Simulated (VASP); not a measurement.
# ZnC3 (P6/mmm) in VASP: single point with PBE

Aim: the single point of ZnC3 with PBE.

All numbers are computed with VASP 6.6.1; they aren't measurements. Logs are shortened: lines on timing, memory, paths and dates and some standing lists are left out, and cuts for length are marked.

### Step 1. The cell of the first run

It takes space group P6/mmm (No. 191, hexagonal). The conventional cell has a = 3.350 Å, b = 3.350 Å, c = 4.518 Å, α = 90.00°, β = 90.00°, γ = 120.00°. Zn (site symmetry 6/mmm) has 24 C at 2.81 to 3.68 Å and 6 Zn at 3.35 Å within 3.7 Å. C (site symmetry mmm) has 4 C at 1.67 Å within 2.2 Å.

### Step 2. Single point, PBE

The input, INCAR:

```
ALGO = Normal
EDIFF = 1E-6
ENCUT = 520
GGA = PE
ISIF = 2
ISMEAR = 0
LASPH = True
LCHARG = False
LREAL = False
LWAVE = False
NBANDS = 20
NELM = 100
PREC = Accurate
SIGMA = 0.1
```

The input, KPOINTS:

```
k-points
0
Gamma
  6 6 4
```

The input, POSCAR:

```
ZnC3
1.0
    3.3498353200      0.0000000000      0.0000000000
   -1.6749176600      2.9010424900      0.0000000000
    0.0000000000      0.0000000000      4.5180242700
Zn C
1 3
Direct
    0.0000000000      0.0000000000      0.5000000000
    0.5000000000      0.0000000000      0.0000000000
    0.0000000000      0.5000000000      0.0000000000
    0.5000000000      0.5000000000      0.0000000000
```

Potentials or basis: VASP PAW PBE potentials, release 64 (Zn, C).

Command:

```sh
$ cat potpaw_PBE.64/Zn/POTCAR potpaw_PBE.64/C/POTCAR > POTCAR
$ mpirun -np 1 vasp_std > vasp.out
```

OUTCAR:

```text
EDIFF = 1E-6
   ENCUT = 520
   GGA = PE
   ISIF = 2
   ISMEAR = 0
   LASPH = True
   LREAL = False
   NELM = 100
   PREC = Accurate

 ion  position               nearest neighbor table
   1  0.000  0.000  0.500-
   2  0.500  0.000  0.000-   3 1.67   4 1.67   4 1.67   3 1.67
   3  0.000  0.500  0.000-   4 1.67   4 1.67   2 1.67   2 1.67
   4  0.500  0.500  0.000-   3 1.67   3 1.67   2 1.67   2 1.67

  LATTYP: Found a hexagonal cell.
 ALAT       =     3.3498353200
 C/A-ratio  =     1.3487302624

  Lattice vectors:

 A1 = (   3.3498353200,   0.0000000000,   0.0000000000)
 A2 = (  -1.6749176600,   2.9010424900,   0.0000000000)
 A3 = (   0.0000000000,   0.0000000000,   4.5180242700)

Analysis of symmetry for initial positions (statically):
=====================================================================
 Subroutine PRICEL returns:
 Original cell was already a primitive cell.

 Routine SETGRP: Setting up the symmetry group for a
 hexagonal supercell.

 Subroutine GETGRP returns: Found 24 space group operations
 (whereof 24 operations were pure point group operations)
 out of a pool of 24 trial point group operations.

The static configuration has the point symmetry D_6h.

Analysis of symmetry for dynamics (positions and initial velocities):
=====================================================================
 Subroutine PRICEL returns:
 Original cell was already a primitive cell.

 Routine SETGRP: Setting up the symmetry group for a
 hexagonal supercell.

 Subroutine GETGRP returns: Found 24 space group operations
 (whereof 24 operations were pure point group operations)
 out of a pool of 24 trial point group operations.

The dynamic configuration has the point symmetry D_6h.

 Subroutine INISYM returns: Found 24 space group operations
 (whereof 24 operations are pure point group operations),
 and found     1 'primitive' translations

----------------------------------------------------------------------------------------

                                     Primitive cell

  volume of cell :      43.9062

  direct lattice vectors                    reciprocal lattice vectors
     3.349835320  0.000000000  0.000000000     0.298522138  0.172351836  0.000000000
    -1.674917660  2.901042490  0.000000000     0.000000000  0.344703672  0.000000000
     0.000000000  0.000000000  4.518024270     0.000000000  0.000000000  0.221335686

  length of vectors
     3.349835320  3.349835324  4.518024270     0.344703673  0.344703672  0.221335686

  position of ions in fractional coordinates (direct lattice)
     0.000000000  0.000000000  0.500000000
     0.500000000  0.000000000  0.000000000
     1.000000000  0.500000000  0.000000000
     0.500000000  0.500000000  0.000000000

  ion indices of the primitive-cell ions
   primitive index   ion index
                 1           1
                 2           2
                 3           3
                 4           4

----------------------------------------------------------------------------------------

 KPOINTS: k-points

Automatic generation of k-mesh.
 Grid dimensions read from file:
 generate k-points for:    6    6    4

 Generating k-lattice:

  Cartesian coordinates                     Fractional coordinates (reciprocal lattice)
     0.049753690  0.028725306  0.000000000     0.166666667  0.000000000  0.000000000
     0.000000000  0.057450612  0.000000000     0.000000000  0.166666667  0.000000000
     0.000000000  0.000000000  0.055333921     0.000000000  0.000000000  0.250000000

  Length of vectors
     0.057450612  0.057450612  0.055333921

  Shift w.r.t. Gamma in fractional coordinates (k-lattice)
     0.000000000  0.000000000  0.000000000

 Subroutine IBZKPT returns following result:
 ===========================================

 Found     21 irreducible k-points:

 Following reciprocal coordinates:
            Coordinates               Weight
  0.000000  0.000000  0.000000      1.000000
  0.166667 -0.000000  0.000000      6.000000
  0.333333 -0.000000  0.000000      6.000000
  0.500000 -0.000000  0.000000      3.000000
  0.166667  0.166667  0.000000      6.000000
  0.333333  0.166667  0.000000     12.000000
[... 13 lines left out ...]
  0.333333  0.166667  0.500000     12.000000
  0.333333  0.333333  0.500000      2.000000
   k-points           NKPTS =     21   k-points in BZ     NKDIM =     21   number of bands    NBANDS=     20
   number of dos      NEDOS =    301   number of ions     NIONS =      4
   total plane-waves  NPLWV =  28224
   dimension x,y,z NGX =    28 NGY =   28 NGZ =   36
   dimension x,y,z NGXF=    56 NGYF=   56 NGZF=   72
   ions per type =               1   3
   NGX,Y,Z   is equivalent  to a cutoff of  13.90, 13.90, 13.25 a.u.
   NGXF,Y,Z  is equivalent  to a cutoff of  27.79, 27.79, 26.49 a.u.
 SYSTEM =  unknown system
   PREC   = accura    normal or accurate (medium, high low for compatibility)
   ISTART =      0    job   : 0-new  1-cont  2-samecut
   ICHARG =      2    charge: 1-file 2-atom 10-const
   ISPIN  =      1    spin polarized calculation?
   LNONCOLLINEAR =      F non collinear calculations
   LSORBIT =      F    spin-orbit coupling
   LASPH  =      T    aspherical Exc in radial PAW
   ENCUT  =  520.0 eV  38.22 Ry    6.18 a.u.   6.23  6.23  8.40*2*pi/ulx,y,z
   NELM   =    100;   NELMIN=  2; NELMDL= -5     # of ELM steps
   EDIFF  = 0.1E-05   stopping-criterion for ELM
   LREAL  =      F    real-space projection
   EDIFFG = 0.1E-04   stopping-criterion for IOM
   NSW    =      0    number of steps for IOM
   IBRION =     -1    ionic relax: 0-MD 1-quasi-New 2-CG
   NFREE  =      0    steps in history (QN), initial steepest desc. (CG)
   ISIF   =      2    stress and relaxation
   ISYM   =      2    0-nonsym 1-usesym 2-fastsym
   POTIM  = 0.5000    time-step for ionic-motion
   TEBEG  =    0.0;   TEEND  =   0.0 temperature during run
   PSTRESS=    0.0 pullay stress
   NELECT =      24.0000    total number of electrons
   NUPDOWN=      -1.0000    fix difference up-down
   EMIN   =  10.00;   EMAX   =-10.00  energy-range for DOS
   EFERMI =   0.00;   METHOD = LEGACY
   ISMEAR =     0;   SIGMA  =   0.10  broadening in eV -4-tet -1-fermi 0-gaus
   EFERMI_NEDOS =   21; number of points for ismear=-14 and -15
   IALGO  =     38    algorithm
   IMIX   =      4    mixing-type and parameters
     AMIX     =   0.40;   BMIX     =  1.00
     AMIX_MAG =   1.60;   BMIX_MAG =  1.00
  volume/ion in A,a.u.               =      10.98        74.07
  Fermi-wavevector in a.u.,A,eV,Ry     =   1.338556  2.529504 24.377996  1.791732
  Thomas-Fermi vector in A             =   2.467017
   LORBIT       =      0    0 simple, 1 ext, 2 COOP (PROOUT), +10 PAW based schemes
   GGA     = PE    functional components
   LHFCALC =     F    Hartree Fock is set to
   AEXX    =    0.0000 exact exchange contribution
   IVDW    =     0    specifies the selected vdW correction
   LEPSILON=     F    determine dielectric tensor
   LRPA    =     F    only Hartree local field effects (RPA)
 non-spin polarized calculation
 Gauss-broadening in eV      SIGMA  =   0.10
  energy-cutoff  :      520.00
  volume of cell :       43.91
 maximum number of plane-waves:      1193
 NGX is ok and might be reduce to    28
   NGX = 13   NGY = 13   NGZ = 17

 number of electron      24.0000010 magnetization

 Free energy of the ion-electron system (eV)
  ---------------------------------------------------
  ext. energy  EPLUGINS =         0.00000000
  ---------------------------------------------------
  free energy    TOTEN  =       -19.23198901 eV

  energy without entropy =      -19.21849417  energy(sigma->0) =      -19.22524159

 E-fermi :   4.0397     XC(G=0): -10.9627

 val. band max:        4.0233952145   @ k =   0.3333   0.1667   0.2500
 cond. band min:       4.0904772109   @ k =   0.1667  -0.0000   0.5000
 fundamental gap:      0.0670819964
 Fermi energy:         4.0397156589

 k-point     1 :       0.0000    0.0000    0.0000
  band No.  band energies     occupation
      1     -14.5064      2.00000
      2      -6.6314      2.00000
      3      -3.2824      2.00000
      4      -2.6791      2.00000
      5      -2.5769      2.00000
      6      -2.5769      2.00000
[... 12 lines left out ...]
     19      15.3214      0.00000
     20      16.7854      0.00000

 k-point     2 :       0.1667   -0.0000    0.0000
  band No.  band energies     occupation
      1     -14.1675      2.00000
      2      -7.4141      2.00000
      3      -3.1315      2.00000
      4      -2.7745      2.00000
      5      -2.5863      2.00000
      6      -2.5466      2.00000
[... 12 lines left out ...]
     19      14.4091      0.00000
     20      15.7901      0.00000

 k-point     3 :       0.3333   -0.0000    0.0000
  band No.  band energies     occupation
      1     -13.2015      2.00000
      2      -9.2123      2.00000
      3      -3.6507      2.00000
      4      -2.9872      2.00000
      5      -2.7238      2.00000
      6      -2.6181      2.00000
[... 12 lines left out ...]
     19      13.4425      0.00000
     20      14.1075      0.00000

 k-point     4 :       0.5000   -0.0000    0.0000
  band No.  band energies     occupation
      1     -12.1937      2.00000
      2     -10.6044      2.00000
      3      -4.0061      2.00000
      4      -2.9851      2.00000
      5      -2.9553      2.00000
      6      -2.6393      2.00000
[... 360 lines left out ...]
 k-point    20 :       0.3333    0.1667    0.5000
  band No.  band energies     occupation
      1     -12.3096      2.00000
      2     -10.1668      2.00000
      3      -5.4742      2.00000
      4      -2.6836      2.00000
      5      -2.5466      2.00000
      6      -2.5184      2.00000
[... 12 lines left out ...]
     19      11.6489      0.00000
     20      13.8035      0.00000

 k-point    21 :       0.3333    0.3333    0.5000
  band No.  band energies     occupation
      1     -11.1960      2.00000
      2     -11.1960      2.00000
      3      -6.4647      2.00000
      4      -2.5583      2.00000
      5      -2.5583      2.00000
      6      -2.4979      2.00000
[... 12 lines left out ...]
     19      13.4509      0.00000
     20      13.4518      0.00000

------------------------ aborting loop because EDIFF is reached ----------------------------------------

  FORCE on cell =-STRESS in cart. coord.  units (eV):
  Direction    XX          YY          ZZ          XY          YZ          ZX
  --------------------------------------------------------------------------------------
  -------------------------------------------------------------------------------------
  Total       -4.5838526     -4.5838527      1.2858594     -0.0000000      0.0000000      0.0000000
  in kB     -167.2688703   -167.2688708     46.9221569     -0.0000000      0.0000000      0.0000000
  external PRESSURE =     -95.8718614 kB  Pullay stress =       0.0000000 kB

 VOLUME and BASIS-vectors are now :
 -----------------------------------------------------------------------------
  energy-cutoff  :      520.00
  volume of cell :       43.91
      direct lattice vectors                 reciprocal lattice vectors
     3.349835320  0.000000000  0.000000000     0.298522138  0.172351836  0.000000000
    -1.674917660  2.901042490  0.000000000     0.000000000  0.344703672  0.000000000
     0.000000000  0.000000000  4.518024270     0.000000000  0.000000000  0.221335686

 POSITION                                       TOTAL-FORCE (eV/Angst)
 -----------------------------------------------------------------------------------
      0.00000      0.00000      2.25901         0.000000      0.000000      0.000000
      1.67492      0.00000      0.00000        -0.000000      0.000000      0.000000
     -0.83746      1.45052      0.00000        -0.000000      0.000000      0.000000
      0.83746      1.45052      0.00000        -0.000000      0.000000      0.000000
 -----------------------------------------------------------------------------------
    total drift:                               -0.000000      0.000000     -0.000000

  FREE ENERGIE OF THE ION-ELECTRON SYSTEM (eV)
  ---------------------------------------------------
  free  energy   TOTEN  =       -19.2319890082 eV

  energy  without entropy=      -19.2184941686  energy(sigma->0) =      -19.22524159
```

Run time: 8.6 s. Hardware: 1 thread of Intel Xeon 6975P-C (Granite Rapids), shared host; peak memory 0.17 GiB.

What came out:

- Free energy: -19.2320 eV
- Pressure: -9.6 GPa
- Band gap on the k mesh: zero (band 12 reaches 6.03 eV, above the bottom of band 13 at 1.30 eV)

Levels at points of the mesh, in eV from the Fermi level:
```
           k point  band 9  band 10  band 11  band 12  band 13  band 14  band 15  band 16
(0.00, 0.00, 0.00)   -5.05    -5.05    -3.91    -2.74    -2.74     3.41     3.41     8.48
(0.50, 0.00, 0.00)   -6.23    -3.77    -2.47     0.23     0.69     2.78     2.89     5.09
(0.00, 0.00, 0.50)   -4.79    -4.79    -2.77    -2.77    -0.18     3.32     3.32     3.96
(0.50, 0.00, 0.50)   -6.01    -5.28    -3.72     1.99     2.46     2.88     3.71     4.59
```

Caveat: the k points lie up to 0.36 Å⁻¹ apart.
